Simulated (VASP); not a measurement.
Input of a VASP 6.6.1 run:

File INCAR:

```
PREC = Accurate
ENCUT = 520
EDIFF = 1E-7
ISMEAR = 0
SIGMA = 0.1
LREAL = False
LASPH = True
NELM = 80
ALGO = Fast
ISIF = 2
LWAVE = False
LCHARG = True
GGA = PS
LELF = True
LVHAR = True
NBANDS = 38
```

The input KPOINTS:

```
Automatic mesh
0
Gamma
  8 8 8
```

The input POSCAR:

```
Zr3Cd2
1.0
    5.2541594441      0.0000000000      0.0000000000
    0.0000000000      5.2541594441      0.0000000000
    0.0000000000      0.0000000000      5.2281906337
Zr Cd
3 2
Direct
    0.0000000000      0.5000000000      0.0000000000
    0.5000000000      0.0000000000      0.0000000000
    0.0000000000      0.0000000000      0.0000000000
    0.5000000000      0.5000000000      0.5000000000
    0.5000000000      0.5000000000      0.0000000000
```

Potentials or basis: VASP PAW PBE potentials, release 64 (Zr_sv, Cd).

Command:

```sh
$ cat potpaw_PBE.64/Zr_sv/POTCAR potpaw_PBE.64/Cd/POTCAR > POTCAR
$ mpirun -np 1 vasp_std > vasp.out
```

(1) Predict the pressure.

(2) Predict the band gap on the k mesh.

Answers

(1) 5.6 GPa.

(2) zero (bands 30 and 31 overlap by 1.50 eV).

Caveat: the cell differs from its parent crystal (biaxial strain in the a-b plane: -4.5 %); the cell stands under pressure; the PAW data sets were made with another functional, which shifts forces and pressure a little.
